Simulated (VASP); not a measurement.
## SnO2: single point with r2SCAN

Crystal: SnO2.

```
Sn O
1.0
     4.75732    0.00000    0.00000
     0.00000    4.75823    0.00000
     0.00000    0.00000    3.19970
Sn O
2 4
Direct
  0.50000 0.50000 0.50000
  0.00000 0.00000 0.00000
  0.30458 0.30657 0.00000
  0.80458 0.19343 0.50000
  0.19542 0.80657 0.50000
  0.69542 0.69343 0.00000
```

| Quantity | Value |
| --- | --- |
| Program | VASP 6.6.1 |
| Task | single point |
| Functional | r2SCAN |
| Potentials or basis | VASP PAW PBE potentials, release 64 (Sn_d, O) |
| Cutoff | 520 eV |
| k mesh | 4 × 4 × 6 |
| Occupations | gaussian, width 0.1 eV |
| Spin | no spin polarisation |
| Dipole correction | no |
| Further INCAR settings | ALGO = Normal; EDIFF = 1e-06; NBANDS = 35 |

| Property | Result |
| --- | --- |
| Pressure | 1.3 GPa |
| Largest force | 0.022 eV/Å |
| Band gap on the k mesh | 1.80 eV |

Forces on the atoms (eV/Å):
```
Sn   0.000  0.000  0.000
Sn   0.000  0.000  0.000
O    0.019  0.012  0.000
O    0.019 -0.012  0.000
O   -0.019  0.012  0.000
O   -0.019 -0.012  0.000
```

Stress tensor (GPa, compression positive):
```
1.09 0.00 0.00
0.00 1.17 0.00
0.00 0.00 1.57
```

Levels at points of the mesh, in eV from the valence-band top:
| k point | band 22 | band 23 | band 24 | band 25 | band 26 | band 27 | band 28 | band 29 | band 30 | band 31 |
| --- | --- | --- | --- | --- | --- | --- | --- | --- | --- | --- |
| (0.00, 0.00, 0.00) | -1.22 | -1.22 | -0.78 | -0.78 | 0.00 | 1.80 | 6.84 | 7.05 | 7.06 | 11.10 |
| (0.50, 0.00, 0.00) | -1.97 | -1.17 | -1.17 | -0.62 | -0.62 | 5.01 | 5.01 | 7.80 | 7.80 | 11.92 |
| (0.00, 0.50, 0.00) | -1.99 | -1.17 | -1.17 | -0.63 | -0.63 | 5.02 | 5.02 | 7.84 | 7.84 | 11.91 |
| (0.50, 0.50, 0.00) | -1.97 | -1.30 | -1.30 | -0.92 | -0.92 | 5.46 | 5.46 | 8.23 | 8.23 | 11.95 |
| (0.00, 0.00, 0.50) | -2.60 | -1.67 | -1.67 | -1.27 | -1.27 | 6.88 | 6.88 | 10.53 | 10.53 | 11.56 |
| (0.50, 0.00, 0.50) | -1.74 | -1.11 | -1.11 | -0.69 | -0.69 | 7.16 | 7.16 | 8.87 | 8.87 | 11.92 |
| (0.00, 0.50, 0.50) | -1.72 | -1.12 | -1.12 | -0.68 | -0.68 | 7.15 | 7.15 | 8.85 | 8.85 | 11.96 |
| (0.50, 0.50, 0.50) | -2.34 | -0.95 | -0.95 | -0.85 | -0.85 | 5.52 | 5.52 | 9.67 | 9.67 | 11.92 |

It took 6.6 min on 1 thread of Intel Xeon 8259CL, on a shared host, peak memory 0.22 GiB.

Caveat: the PAW data sets were made with another functional, which shifts forces and pressure a little; spin-orbit coupling is left out, which moves the levels of the heavy elements.
